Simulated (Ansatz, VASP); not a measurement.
**KCl: VASP beside Ansatz**

```
K Cl
1.0
     4.45075    0.00000    0.00000
    -2.22538    3.85446    0.00000
     0.00000    0.00000    7.52019
K Cl
2 2
Direct
  0.00000 0.00000 0.00000
  0.00000 0.00000 0.50000
  0.33333 0.66667 0.25000
  0.66667 0.33333 0.75000
```

Change from the starting cell: epitaxial_xy strain +2.5%.

Alike in both runs: task single point; functional r2SCAN; k mesh 12 × 12 × 4; no spin polarisation.

|  | VASP | Ansatz |
| --- | --- | --- |
| version | VASP 6.6.1 | Ansatz 0.2.0 |
| potentials or method | VASP PAW PBE potentials, release 64 (K_sv, Cl) | plane waves, PAW |
| plane-wave cutoff (eV) | 520 | 500 |
| occupations | gaussian, width 0.01 eV | fixed |
| valence electrons in the cell | 32 | 32 |

```tsv
	VASP	Ansatz	Ansatz less VASP
gap on the k mesh at the Fermi level (eV)	5.71	5.71	-0.004
pressure (GPa)	-0.6	-0.5	+0.03
traceless stress, the component that is largest in VASP (GPa)	0.54	0.54	-0.005
```

VASP's potentials were made for PBE, not for r2SCAN.
